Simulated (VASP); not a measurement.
# BN (rocksalt type) (Fm-3m) in VASP: a series of runs

The runs below take BN (rocksalt type) through single point, with LDA.

All numbers are computed with VASP 6.6.1; they aren't measurements. Logs are shortened: lines on timing, memory, paths and dates and some standing lists are left out, and cuts for length are marked.

### 1 The cell of the first run

It takes space group Fm-3m (No. 225, cubic). The conventional cell has a = 3.459 Å, b = 3.459 Å, c = 3.459 Å, α = 90.00°, β = 90.00°, γ = 90.00°. Within 2.3 Å of B (site symmetry m-3m) lie 6 N at 1.73 Å. Within 2.3 Å of N (site symmetry m-3m) lie 6 B at 1.73 Å.

### 2 Single point, LDA

Contents of INCAR:

```
SYSTEM = BN
ALGO     = Normal         ! electronic algorithm
EDIFF    = 1E-6           ! SCF threshold, eV
ENCUT    = 600            ! plane-wave cutoff, eV
GGA      = CA             ! functional
GGA_COMPAT= .False.      
ISIF     = 2              ! what is computed and relaxed
ISMEAR   = -1             ! smearing method
LASPH    = .True.         ! aspherical terms in the spheres
LCHARG   = .False.        ! write CHGCAR
LREAL    = .False.        ! projectors in reciprocal space
LWAVE    = .False.        ! write WAVECAR
NBANDS   = 11             ! bands
NELM     = 120            ! most SCF steps
PREC     = Accurate       ! precision mode
SIGMA    = 0.05           ! smearing width, eV
```

Contents of KPOINTS:

```
k-points
0
Gamma
  15 15 15
  0 0 0
```

Contents of POSCAR:

```
BN
1.0
    0.0000000000      1.7297045237      1.7297045237
    1.7297045237      0.0000000000      1.7297045237
    1.7297045237      1.7297045237      0.0000000000
B N
1 1
Direct
    0.0000000000      0.0000000000      0.0000000000
    0.5000000000      0.5000000000      0.5000000000
```

Potentials or basis: VASP PAW LDA potentials, release 64 (B, N).

Run with:

```
$ cat potpaw_LDA.64/B/POTCAR potpaw_LDA.64/N/POTCAR > POTCAR
$ mpirun -np 1 vasp_std > vasp.out
```

OUTCAR:

```text
SYSTEM = BN
   EDIFF = 1E-6
   ENCUT = 600
   GGA = CA
   ISIF = 2
   ISMEAR = -1
   LASPH = .True.
   LREAL = .False.
   NELM = 120
   PREC = Accurate

 ion  position               nearest neighbor table
   1  0.000  0.000  0.000-   2 1.73   2 1.73   2 1.73   2 1.73   2 1.73   2 1.73
   2  0.500  0.500  0.500-   1 1.73   1 1.73   1 1.73   1 1.73   1 1.73   1 1.73

  LATTYP: Found a face centered cubic cell.
 ALAT       =     3.4594090474

  Lattice vectors:

 A1 = (   0.0000000000,   1.7297045237,   1.7297045237)
 A2 = (   1.7297045237,   0.0000000000,   1.7297045237)
 A3 = (   1.7297045237,   1.7297045237,   0.0000000000)

Analysis of symmetry for initial positions (statically):
=====================================================================
 Subroutine PRICEL returns:
 Original cell was already a primitive cell.

 Routine SETGRP: Setting up the symmetry group for a
 face centered cubic supercell.

 Subroutine GETGRP returns: Found 48 space group operations
 (whereof 48 operations were pure point group operations)
 out of a pool of 48 trial point group operations.

The static configuration has the point symmetry O_h .

Analysis of symmetry for dynamics (positions and initial velocities):
=====================================================================
 Subroutine PRICEL returns:
 Original cell was already a primitive cell.

 Routine SETGRP: Setting up the symmetry group for a
 face centered cubic supercell.

 Subroutine GETGRP returns: Found 48 space group operations
 (whereof 48 operations were pure point group operations)
 out of a pool of 48 trial point group operations.

The dynamic configuration has the point symmetry O_h .

 Subroutine INISYM returns: Found 48 space group operations
 (whereof 48 operations are pure point group operations),
 and found     1 'primitive' translations

----------------------------------------------------------------------------------------

                                     Primitive cell

  volume of cell :      10.3501

  direct lattice vectors                    reciprocal lattice vectors
     0.000000000  1.729704524  1.729704524    -0.289066712  0.289066712  0.289066712
     1.729704524  0.000000000  1.729704524     0.289066712 -0.289066712  0.289066712
     1.729704524  1.729704524  0.000000000     0.289066712  0.289066712 -0.289066712

  length of vectors
     2.446171596  2.446171596  2.446171596     0.500678233  0.500678233  0.500678233

  position of ions in fractional coordinates (direct lattice)
     0.000000000  0.000000000  0.000000000
     0.500000000  0.500000000  0.500000000

  ion indices of the primitive-cell ions
   primitive index   ion index
                 1           1
                 2           2

----------------------------------------------------------------------------------------

 KPOINTS: k-points

Automatic generation of k-mesh.
 Grid dimensions read from file:
 generate k-points for:   15   15   15

 Generating k-lattice:

  Cartesian coordinates                     Fractional coordinates (reciprocal lattice)
    -0.019271114  0.019271114  0.019271114     0.066666667  0.000000000  0.000000000
     0.019271114 -0.019271114  0.019271114     0.000000000  0.066666667  0.000000000
     0.019271114  0.019271114 -0.019271114     0.000000000  0.000000000  0.066666667

  Length of vectors
     0.033378549  0.033378549  0.033378549

  Shift w.r.t. Gamma in fractional coordinates (k-lattice)
     0.000000000  0.000000000  0.000000000

 Subroutine IBZKPT returns following result:
 ===========================================

 Found    120 irreducible k-points:

 Following reciprocal coordinates:
            Coordinates               Weight
  0.000000  0.000000  0.000000      1.000000
  0.066667  0.000000  0.000000      8.000000
  0.133333  0.000000  0.000000      8.000000
  0.200000  0.000000  0.000000      8.000000
  0.266667  0.000000  0.000000      8.000000
  0.333333  0.000000  0.000000      8.000000
[... 16 lines left out ...]
  0.133333  0.133333  0.000000      6.000000
  0.200000  0.133333  0.000000     24.000000
 [... further k-points ...]
   k-points           NKPTS =    120   k-points in BZ     NKDIM =    120   number of bands    NBANDS=     11
   number of dos      NEDOS =    301   number of ions     NIONS =      2
   total plane-waves  NPLWV =   8000
   dimension x,y,z NGX =    20 NGY =   20 NGZ =   20
   dimension x,y,z NGXF=    40 NGYF=   40 NGZF=   40
   ions per type =               1   1
   NGX,Y,Z   is equivalent  to a cutoff of  13.59, 13.59, 13.59 a.u.
   NGXF,Y,Z  is equivalent  to a cutoff of  27.18, 27.18, 27.18 a.u.
 SYSTEM =  BN
   PREC   = accura    normal or accurate (medium, high low for compatibility)
   ISTART =      0    job   : 0-new  1-cont  2-samecut
   ICHARG =      2    charge: 1-file 2-atom 10-const
   ISPIN  =      1    spin polarized calculation?
   LNONCOLLINEAR =      F non collinear calculations
   LSORBIT =      F    spin-orbit coupling
   LASPH  =      T    aspherical Exc in radial PAW
   ENCUT  =  600.0 eV  44.10 Ry    6.64 a.u.   4.89  4.89  4.89*2*pi/ulx,y,z
   NELM   =    120;   NELMIN=  2; NELMDL= -5     # of ELM steps
   EDIFF  = 0.1E-05   stopping-criterion for ELM
   LREAL  =      F    real-space projection
   EDIFFG = 0.1E-04   stopping-criterion for IOM
   NSW    =      0    number of steps for IOM
   IBRION =     -1    ionic relax: 0-MD 1-quasi-New 2-CG
   NFREE  =      0    steps in history (QN), initial steepest desc. (CG)
   ISIF   =      2    stress and relaxation
   ISYM   =      2    0-nonsym 1-usesym 2-fastsym
   POTIM  = 0.5000    time-step for ionic-motion
   TEBEG  =    0.0;   TEEND  =   0.0 temperature during run
   PSTRESS=    0.0 pullay stress
   NELECT =       8.0000    total number of electrons
   NUPDOWN=      -1.0000    fix difference up-down
   EMIN   =  10.00;   EMAX   =-10.00  energy-range for DOS
   EFERMI =   0.00;   METHOD = LEGACY
   ISMEAR =    -1;   SIGMA  =   0.05  broadening in eV -4-tet -1-fermi 0-gaus
   EFERMI_NEDOS =   21; number of points for ismear=-14 and -15
   IALGO  =     38    algorithm
   IMIX   =      4    mixing-type and parameters
     AMIX     =   0.40;   BMIX     =  1.00
     AMIX_MAG =   1.60;   BMIX_MAG =  1.00
  volume/ion in A,a.u.               =       5.18        34.92
  Fermi-wavevector in a.u.,A,eV,Ry     =   1.502414  2.839150 30.711714  2.257247
  Thomas-Fermi vector in A             =   2.613658
   LORBIT       =      0    0 simple, 1 ext, 2 COOP (PROOUT), +10 PAW based schemes
   GGA     = CA    functional components
   LHFCALC =     F    Hartree Fock is set to
   AEXX    =    0.0000 exact exchange contribution
   IVDW    =     0    specifies the selected vdW correction
   LEPSILON=     F    determine dielectric tensor
   LRPA    =     F    only Hartree local field effects (RPA)
 non-spin polarized calculation
  energy-cutoff  :      600.00
  volume of cell :       10.35
 maximum number of plane-waves:       359
   NGX =  9   NGY =  9   NGZ =  9

 number of electron       8.0000001 magnetization

 Free energy of the ion-electron system (eV)
  ---------------------------------------------------
  ext. energy  EPLUGINS =         0.00000000
  ---------------------------------------------------
  free energy    TOTEN  =       -15.99013144 eV

  energy without entropy =      -15.99013144  energy(sigma->0) =      -15.99013144

 E-fermi :  11.7064     XC(G=0): -14.0547

 val. band max:       10.8549418425   @ k =  -0.2000   0.1333   0.0000
 cond. band min:      12.4810210115   @ k =   0.4667   0.4667   0.0000
 fundamental gap:      1.6260791690
 Fermi energy:        11.7063559303

 k-point     1 :       0.0000    0.0000    0.0000
  band No.  band energies     occupation
      1     -11.8927      2.00000
      2       9.9218      2.00000
      3       9.9218      2.00000
      4       9.9218      2.00000
      5      20.9229      0.00000
      6      23.0157      0.00000
      7      23.0157      0.00000
      8      23.0157      0.00000
      9      29.5678      0.00000
     10      29.5678      0.00000
     11      29.5678      0.00000

 k-point     2 :       0.0667    0.0000    0.0000
  band No.  band energies     occupation
      1     -11.7654      2.00000
      2       9.3801      2.00000
      3       9.9108      2.00000
      4       9.9108      2.00000
      5      21.0318      0.00000
      6      22.5683      0.00000
      7      22.5683      0.00000
      8      22.9556      0.00000
      9      29.0604      0.00000
     10      29.8938      0.00000
     11      29.8938      0.00000

 k-point     3 :       0.1333    0.0000    0.0000
  band No.  band energies     occupation
      1     -11.3852      2.00000
      2       7.9416      2.00000
      3       9.8882      2.00000
      4       9.8882      2.00000
      5      20.9655      0.00000
      6      21.4513      0.00000
      7      21.4513      0.00000
      8      23.0749      0.00000
      9      28.5643      0.00000
     10      30.8309      0.00000
     11      30.8309      0.00000

 k-point     4 :       0.2000    0.0000    0.0000
  band No.  band energies     occupation
      1     -10.7582      2.00000
      2       5.9694      2.00000
      3       9.8788      2.00000
      4       9.8788      2.00000
      5      20.0559      0.00000
      6      20.0559      0.00000
      7      20.4009      0.00000
      8      23.6047      0.00000
      9      28.7296      0.00000
     10      32.3135      0.00000
     11      32.3135      0.00000
[... 239 lines left out ...]
 k-point    22 :      -0.0667    0.0667    0.0000
  band No.  band energies     occupation
      1     -11.5536      2.00000
      2       8.8472      2.00000
      3       9.3040      2.00000
      4      10.1738      2.00000
      5      21.0572      0.00000
      6      21.4348      0.00000
      7      22.4828      0.00000
      8      22.9673      0.00000
      9      28.3681      0.00000
     10      30.0120      0.00000
     11      31.2018      0.00000

 k-point    23 :       0.1333    0.1333    0.0000
  band No.  band energies     occupation
      1     -11.2140      2.00000
      2       8.8414      2.00000
      3       8.8414      2.00000
      4       9.2425      2.00000
      5      19.0388      0.00000
      6      21.9521      0.00000
      7      23.1259      0.00000
      8      23.1259      0.00000
      9      25.9555      0.00000
     10      32.6995      0.00000
     11      32.6995      0.00000

 k-point    24 :       0.2000    0.1333    0.0000
  band No.  band energies     occupation
      1     -10.7505      2.00000
      2       7.4328      2.00000
      3       8.4290      2.00000
      4       9.4105      2.00000
      5      17.6778      0.00000
      6      22.0527      0.00000
      7      22.8591      0.00000
      8      23.3709      0.00000
      9      25.4291      0.00000
     10      34.0323      0.00000
     11      34.3171      0.00000

 [... further k-points ...]
[... 5 lines left out ...]
  --------------------------------------------------------------------------------------
  -------------------------------------------------------------------------------------
  Total        0.0453390      0.0453390      0.0453390     -0.0000000     -0.0000000      0.0000000
  in kB        7.0183731      7.0183731      7.0183731     -0.0000000     -0.0000000      0.0000000
  external PRESSURE =       7.0183731 kB  Pullay stress =       0.0000000 kB

 VOLUME and BASIS-vectors are now :
 -----------------------------------------------------------------------------
  energy-cutoff  :      600.00
  volume of cell :       10.35
      direct lattice vectors                 reciprocal lattice vectors
     0.000000000  1.729704524  1.729704524    -0.289066712  0.289066712  0.289066712
     1.729704524  0.000000000  1.729704524     0.289066712 -0.289066712  0.289066712
     1.729704524  1.729704524  0.000000000     0.289066712  0.289066712 -0.289066712

 POSITION                                       TOTAL-FORCE (eV/Angst)
 -----------------------------------------------------------------------------------
      0.00000      0.00000      0.00000         0.000000     -0.000000     -0.000000
      1.72970      1.72970      1.72970        -0.000000      0.000000      0.000000
 -----------------------------------------------------------------------------------
    total drift:                                0.000000      0.000000      0.000000

  FREE ENERGIE OF THE ION-ELECTRON SYSTEM (eV)
  ---------------------------------------------------
  free  energy   TOTEN  =       -15.9901314424 eV

  energy  without entropy=      -15.9901314413  energy(sigma->0) =      -15.99013144
```

Run time: 5.6 s. Hardware: 1 thread of Intel Xeon 6975P-C (Granite Rapids), shared host; peak memory 0.12 GiB.

What came out:

* Free energy: -15.9901 eV
* Pressure: 0.7 GPa
* Band gap on the k mesh: 1.63 eV, indirect (least direct gap 5.89 eV)

Levels at points of the mesh, in eV from the valence-band top:
```
           k point  band 1  band 2  band 3  band 4  band 5  band 6  band 7  band 8
(0.00, 0.00, 0.00)  -22.75   -0.93   -0.93   -0.93   10.07   12.16   12.16   12.16
```

### 3 Single point, LDA

Contents of INCAR:

```
PREC     = Accurate       # precision mode
ENCUT    = 600            # plane-wave cutoff, eV
EDIFF    = 1E-6           # SCF threshold, eV
ISMEAR   = -1             # smearing method
SIGMA    = 0.05           # smearing width, eV
LREAL    = F              # projectors in reciprocal space
LASPH    = T              # aspherical terms in the spheres
NELM     = 120            # most SCF steps
ALGO     = Normal         # electronic algorithm
ISIF     = 2              # what is computed and relaxed
LWAVE    = F              # write WAVECAR
LCHARG   = F              # write CHGCAR
NBANDS   = 11             # bands
GGA_COMPAT= F
```

Contents of KPOINTS:

```
regular mesh
0
Gamma
  15 15 15
```

POSCAR is that of step 2.

Potentials or basis: VASP PAW LDA potentials, release 64 (B, N).

Run with:

```
$ cat potpaw_LDA.64/B/POTCAR potpaw_LDA.64/N/POTCAR > POTCAR
$ mpirun -np 1 vasp_std > vasp.out
```

It took 6 s on 1 thread of Intel Xeon 6975P-C (Granite Rapids), shared host; peak memory 0.12 GiB.

Results (log left out):

```
Free energy            : -15.9901 eV
Pressure               : 0.7 GPa
Band gap on the k mesh : 1.63 eV, indirect (least direct gap 5.89 eV)
```

Levels at points of the mesh, in eV from the valence-band top:
```csv
k point,band 2,band 3,band 4,band 5,band 6,band 7
"(0.00, 0.00, 0.00)",-0.93,-0.93,-0.93,10.07,12.16,12.16
```

A k mesh can miss the band edges. Expect the measured gap to be larger: semilocal functionals such as LDA lack the derivative discontinuity.
